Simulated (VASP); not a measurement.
# Si (a cell with a defect) in VASP: single point with PBE

Aim: the single point of Si (a cell with a defect) with PBE.

Program: VASP 6.6.1. These are calculated values, not measurements. Logs are shortened: lines on timing, memory, paths and dates and some standing lists are left out, and cuts for length are marked.

**1. The cell of the first run**

The cell holds a defect, 17 atoms: a = 7.679 Å, b = 7.679 Å, c = 7.679 Å, α = 60.00°, β = 60.00°, γ = 60.00°.

**2. Single point, PBE**

The input, INCAR:

```
SYSTEM = Si
PREC = Accurate
ENCUT = 520
EDIFF = 1E-6
ISMEAR = 0
SIGMA = 0.02
LREAL = Auto
LASPH = .True.
NELM = 80
ALGO = Normal
ISIF = 2
LWAVE = .False.
LCHARG = .False.
GGA = PE
NBANDS = 48
```

The input, KPOINTS:

```
Automatic mesh
0
Gamma
  2 2 2
  0 0 0
```

The input, POSCAR:

```
Si
1.0
    0.0000000000      5.4300000000      5.4300000000
    5.4300000000      0.0000000000      5.4300000000
    5.4300000000      5.4300000000      0.0000000000
Si
17
Direct
    0.0652803867     -0.0216360037     -0.0214234807
    0.1370232965      0.1270291897      0.1271546041
   -0.0093308471      0.0148446593      0.4975818600
    0.1369269797      0.1269558932      0.6096354512
   -0.0092979742      0.4974519337      0.0149108656
    0.1369624309      0.6094053407      0.1271156538
   -0.0093960405      0.4973881215      0.4975483425
    0.0631544199      0.6457269797      0.6458170350
    0.5087684162      0.0092575506      0.0094494475
    0.6854386740      0.1049493554      0.1050806630
    0.5086247698      0.0094139042      0.4730534991
    0.6189242173      0.1509593923      0.6152686004
    0.5086791897      0.4729307551      0.0095440147
    0.6189733886      0.6151271639      0.1511004604
    0.4427900552      0.5191692449      0.5193110497
    0.6188354512      0.6152803867      0.6153732044
    0.5632654696      0.8123487109      0.8124571823
```

Potentials or basis: VASP PAW PBE potentials, release 64 (Si).

Command:

```console
> cat potpaw_PBE.64/Si/POTCAR > POTCAR
> mpirun -np 1 vasp_std > vasp.out
```

OUTCAR:

```text
SYSTEM = Si
   PREC = Accurate
   ENCUT = 520
   EDIFF = 1E-6
   ISMEAR = 0
   LREAL = Auto
   LASPH = .True.
   NELM = 80
   ISIF = 2
   GGA = PE

 ion  position               nearest neighbor table
   1  0.065  0.978  0.979-   4 2.34   6 2.34   2 2.34  10 2.38  17 3.12
   2  0.137  0.127  0.127-   5 2.33   3 2.33   9 2.33   1 2.34
   3  0.991  0.015  0.498-   4 2.33   2 2.33  12 2.33   8 2.34
   4  0.137  0.127  0.610-   3 2.33   7 2.33  11 2.33   1 2.34
   5  0.991  0.497  0.015-   6 2.33   2 2.33  14 2.33   8 2.34
   6  0.137  0.609  0.127-   5 2.33   7 2.33  13 2.33   1 2.34
   7  0.991  0.497  0.498-   4 2.33   6 2.33  16 2.33   8 2.34
   8  0.063  0.646  0.646-   5 2.34   3 2.34   7 2.34  15 2.38  17 3.13
   9  0.509  0.009  0.009-   2 2.33  10 2.34  17 2.40  14 2.48  12 2.48
  10  0.685  0.105  0.105-   9 2.34  13 2.34  11 2.34   1 2.38
  11  0.509  0.009  0.473-   4 2.33  10 2.34  17 2.40  12 2.47  16 2.48
  12  0.619  0.151  0.615-   3 2.33  15 2.34  17 2.40  11 2.47   9 2.48
  13  0.509  0.473  0.010-   6 2.33  10 2.34  17 2.40  14 2.47  16 2.48
  14  0.619  0.615  0.151-   5 2.33  15 2.34  17 2.40  13 2.47   9 2.48
  15  0.443  0.519  0.519-  16 2.34  12 2.34  14 2.34   8 2.38
  16  0.619  0.615  0.615-   7 2.33  15 2.34  17 2.40  11 2.48  13 2.48
  17  0.563  0.812  0.812-  16 2.40  12 2.40  14 2.40   9 2.40  13 2.40  11 2.40   1 3.12   8 3.13

  LATTYP: Found a face centered cubic cell.
 ALAT       =    10.8600000000

  Lattice vectors:

 A1 = (   0.0000000000,   5.4300000000,   5.4300000000)
 A2 = (   5.4300000000,   0.0000000000,   5.4300000000)
 A3 = (   5.4300000000,   5.4300000000,   0.0000000000)

Analysis of symmetry for initial positions (statically):
=====================================================================
 Subroutine PRICEL returns:
 Original cell was already a primitive cell.

 Routine SETGRP: Setting up the symmetry group for a
 face centered cubic supercell.

 Subroutine GETGRP returns: Found  1 space group operations
 (whereof  1 operations were pure point group operations)
 out of a pool of 48 trial point group operations.

The static configuration has the point symmetry C_1 .

Analysis of symmetry for dynamics (positions and initial velocities):
=====================================================================
 Subroutine PRICEL returns:
 Original cell was already a primitive cell.

 Routine SETGRP: Setting up the symmetry group for a
 face centered cubic supercell.

 Subroutine GETGRP returns: Found  1 space group operations
 (whereof  1 operations were pure point group operations)
 out of a pool of 48 trial point group operations.

The dynamic configuration has the point symmetry C_1 .

 Subroutine INISYM returns: Found  1 space group operations
 (whereof  1 operations are pure point group operations),
 and found     1 'primitive' translations

----------------------------------------------------------------------------------------

                                     Primitive cell

  volume of cell :     320.2060

  direct lattice vectors                    reciprocal lattice vectors
     0.000000000  5.430000000  5.430000000    -0.092081031  0.092081031  0.092081031
     5.430000000  0.000000000  5.430000000     0.092081031 -0.092081031  0.092081031
     5.430000000  5.430000000  0.000000000     0.092081031  0.092081031 -0.092081031

  length of vectors
     7.679179644  7.679179644  7.679179644     0.159489025  0.159489025  0.159489025

  position of ions in fractional coordinates (direct lattice)
     0.065280387  0.978363996  0.978576519
     0.137023296  0.127029190  0.127154604
     0.990669153  0.014844659  0.497581860
     0.136926980  0.126955893  0.609635451
     0.990702026  0.497451934  0.014910866
     0.136962431  0.609405341  0.127115654
[... 9 lines left out ...]
     0.618835451  0.615280387  0.615373204
     0.563265470  0.812348711  0.812457182

  ion indices of the primitive-cell ions
   primitive index   ion index
                 1           1
                 2           2
                 3           3
                 4           4
                 5           5
                 6           6
[... 9 lines left out ...]
                16          16
                17          17

----------------------------------------------------------------------------------------

 KPOINTS: Automatic mesh

Automatic generation of k-mesh.
 Grid dimensions read from file:
 generate k-points for:    2    2    2

 Generating k-lattice:

  Cartesian coordinates                     Fractional coordinates (reciprocal lattice)
    -0.046040516  0.046040516  0.046040516     0.500000000  0.000000000  0.000000000
     0.046040516 -0.046040516  0.046040516     0.000000000  0.500000000  0.000000000
     0.046040516  0.046040516 -0.046040516     0.000000000  0.000000000  0.500000000

  Length of vectors
     0.079744512  0.079744512  0.079744512

  Shift w.r.t. Gamma in fractional coordinates (k-lattice)
     0.000000000  0.000000000  0.000000000

 Subroutine IBZKPT returns following result:
 ===========================================

 Found      8 irreducible k-points:

 Following reciprocal coordinates:
            Coordinates               Weight
  0.000000  0.000000  0.000000      1.000000
  0.500000  0.000000  0.000000      1.000000
  0.000000  0.500000  0.000000      1.000000
  0.000000  0.000000  0.500000      1.000000
  0.500000  0.500000  0.500000      1.000000
  0.500000  0.500000  0.000000      1.000000
  0.000000  0.500000  0.500000      1.000000
  0.500000  0.000000  0.500000      1.000000
   k-points           NKPTS =      8   k-points in BZ     NKDIM =      8   number of bands    NBANDS=     48
   number of dos      NEDOS =    301   number of ions     NIONS =     17
   total plane-waves  NPLWV = 216000
   dimension x,y,z NGX =    60 NGY =   60 NGZ =   60
   dimension x,y,z NGXF=   120 NGYF=  120 NGZF=  120
   ions per type =              17
   NGX,Y,Z   is equivalent  to a cutoff of  12.99, 12.99, 12.99 a.u.
   NGXF,Y,Z  is equivalent  to a cutoff of  25.98, 25.98, 25.98 a.u.
 SYSTEM =  Si
   PREC   = accura    normal or accurate (medium, high low for compatibility)
   ISTART =      0    job   : 0-new  1-cont  2-samecut
   ICHARG =      2    charge: 1-file 2-atom 10-const
   ISPIN  =      1    spin polarized calculation?
   LNONCOLLINEAR =      F non collinear calculations
   LSORBIT =      F    spin-orbit coupling
   LASPH  =      T    aspherical Exc in radial PAW
   ENCUT  =  520.0 eV  38.22 Ry    6.18 a.u.  14.28 14.28 14.28*2*pi/ulx,y,z
   NELM   =     80;   NELMIN=  2; NELMDL= -5     # of ELM steps
   EDIFF  = 0.1E-05   stopping-criterion for ELM
   LREAL  =      T    real-space projection
   EDIFFG = 0.1E-04   stopping-criterion for IOM
   NSW    =      0    number of steps for IOM
   IBRION =     -1    ionic relax: 0-MD 1-quasi-New 2-CG
   NFREE  =      0    steps in history (QN), initial steepest desc. (CG)
   ISIF   =      2    stress and relaxation
   ISYM   =      2    0-nonsym 1-usesym 2-fastsym
   POTIM  = 0.5000    time-step for ionic-motion
   TEBEG  =    0.0;   TEEND  =   0.0 temperature during run
   PSTRESS=    0.0 pullay stress
   NELECT =      68.0000    total number of electrons
   NUPDOWN=      -1.0000    fix difference up-down
   EMIN   =  10.00;   EMAX   =-10.00  energy-range for DOS
   EFERMI =   0.00;   METHOD = LEGACY
   ISMEAR =     0;   SIGMA  =   0.02  broadening in eV -4-tet -1-fermi 0-gaus
   EFERMI_NEDOS =   21; number of points for ismear=-14 and -15
   IALGO  =     38    algorithm
   IMIX   =      4    mixing-type and parameters
     AMIX     =   0.40;   BMIX     =  1.00
     AMIX_MAG =   1.60;   BMIX_MAG =  1.00
  volume/ion in A,a.u.               =      18.84       127.11
  Fermi-wavevector in a.u.,A,eV,Ry     =   0.976715  1.845724 12.979587  0.953973
  Thomas-Fermi vector in A             =   2.107356
   LORBIT       =      0    0 simple, 1 ext, 2 COOP (PROOUT), +10 PAW based schemes
   GGA     = PE    functional components
   LHFCALC =     F    Hartree Fock is set to
   AEXX    =    0.0000 exact exchange contribution
   IVDW    =     0    specifies the selected vdW correction
   LEPSILON=     F    determine dielectric tensor
   LRPA    =     F    only Hartree local field effects (RPA)
 non-spin polarized calculation
 Gauss-broadening in eV      SIGMA  =   0.02
  energy-cutoff  :      520.00
  volume of cell :      320.21
 maximum number of plane-waves:      8646
 NGX is ok and might be reduce to    60
   NGX = 29   NGY = 29   NGZ = 29

 number of electron      68.0000000 magnetization

 Free energy of the ion-electron system (eV)
  ---------------------------------------------------
  ext. energy  EPLUGINS =         0.00000000
  ---------------------------------------------------
  free energy    TOTEN  =       -87.68265914 eV

  energy without entropy =      -87.68264422  energy(sigma->0) =      -87.68265168

 E-fermi :   6.6879     XC(G=0):  -9.6940

 val. band max:        6.6420345346   @ k =   0.5000   0.0000   0.0000
 cond. band min:       6.7355243496   @ k =   0.0000   0.0000   0.0000
 fundamental gap:      0.0934898150
 Fermi energy:         6.6879291668

 k-point     1 :       0.0000    0.0000    0.0000
  band No.  band energies     occupation
      1      -6.2107      2.00000
      2      -3.8643      2.00000
      3      -3.6340      2.00000
      4      -3.6329      2.00000
      5      -3.3587      2.00000
      6      -2.5141      2.00000
[... 38 lines left out ...]
     45       8.7276      0.00000
     46       8.8408      0.00000

 k-point     2 :       0.5000    0.0000    0.0000
  band No.  band energies     occupation
      1      -5.8115      2.00000
      2      -4.8624      2.00000
      3      -3.4069      2.00000
      4      -3.4058      2.00000
      5      -3.3287      2.00000
      6      -2.9777      2.00000
[... 286 lines left out ...]
 k-point     8 :       0.5000    0.0000    0.5000
  band No.  band energies     occupation
      1      -5.6024      2.00000
      2      -4.6929      2.00000
      3      -4.0736      2.00000
      4      -3.8803      2.00000
      5      -3.7844      2.00000
      6      -3.5872      2.00000
[... 38 lines left out ...]
     45      10.3782      0.00000
     46      10.4245      0.00000
 [bands above 46 left out]

------------------------ aborting loop because EDIFF is reached ----------------------------------------

  FORCE on cell =-STRESS in cart. coord.  units (eV):
  Direction    XX          YY          ZZ          XY          YZ          ZX
  --------------------------------------------------------------------------------------
  -------------------------------------------------------------------------------------
  Total        9.1013458      9.0854442      9.0911798      0.8109649     -0.7997325      0.8172956
  in kB       45.5393380     45.4597730     45.4884717      4.0577300     -4.0015277      4.0894061
  external PRESSURE =      45.4958609 kB  Pullay stress =       0.0000000 kB

 VOLUME and BASIS-vectors are now :
 -----------------------------------------------------------------------------
  energy-cutoff  :      520.00
  volume of cell :      320.21
      direct lattice vectors                 reciprocal lattice vectors
     0.000000000  5.430000000  5.430000000    -0.092081031  0.092081031  0.092081031
     5.430000000  0.000000000  5.430000000     0.092081031 -0.092081031  0.092081031
     5.430000000  5.430000000  0.000000000     0.092081031  0.092081031 -0.092081031

 POSITION                                       TOTAL-FORCE (eV/Angst)
 -----------------------------------------------------------------------------------
     10.62619      5.66814      5.66699         0.003274     -0.003725     -0.003703
      1.38022      1.43449      1.43381        -0.008854     -0.000748     -0.001453
      2.78248      8.08120      5.45994        -0.003160      0.001850     -0.010396
      3.99969      4.05383      1.43288         0.001275      0.003665     -0.000035
      2.78213      5.46048      8.08068        -0.002922     -0.008954      0.001216
      3.99931      1.43394      4.05278         0.001602     -0.000092      0.005690
[... 9 lines left out ...]
      6.68245      6.70175      6.70125        -0.001605     -0.001112     -0.002828
      8.82270      7.47017      7.46959         0.003965     -0.000008     -0.001389
 -----------------------------------------------------------------------------------
    total drift:                                0.005947     -0.001285     -0.001811

  FREE ENERGIE OF THE ION-ELECTRON SYSTEM (eV)
  ---------------------------------------------------
  free  energy   TOTEN  =       -87.6826591390 eV

  energy  without entropy=      -87.6826442191  energy(sigma->0) =      -87.68265168
```

Wall time 3.4 min (1 thread of Intel Xeon Platinum 8488C (Sapphire Rapids), shared host); peak memory 0.46 GiB.

What came out:

```
Free energy            : -87.6827 eV
Pressure               : 4.5 GPa
Largest force          : 0.013 eV/Å
Band gap on the k mesh : 0.09 eV
```

Forces in eV/Å, atoms in the order of the input:
```
Si   0.003 -0.004 -0.004
Si  -0.009 -0.001 -0.001
Si  -0.003  0.002 -0.010
Si   0.001  0.004  0.000
Si  -0.003 -0.009  0.001
Si   0.002  0.000  0.006
Si   0.013  0.002  0.003
Si  -0.004  0.003  0.004
Si  -0.007 -0.002  0.000
Si   0.005 -0.004 -0.004
Si  -0.001  0.010 -0.001
Si   0.005  0.000 -0.002
Si  -0.002 -0.003  0.009
Si   0.005 -0.003 -0.001
Si  -0.006  0.006  0.006
Si  -0.002 -0.001 -0.003
Si   0.004  0.000 -0.001
```

Caveat: the k points lie up to 0.50 Å⁻¹ apart.
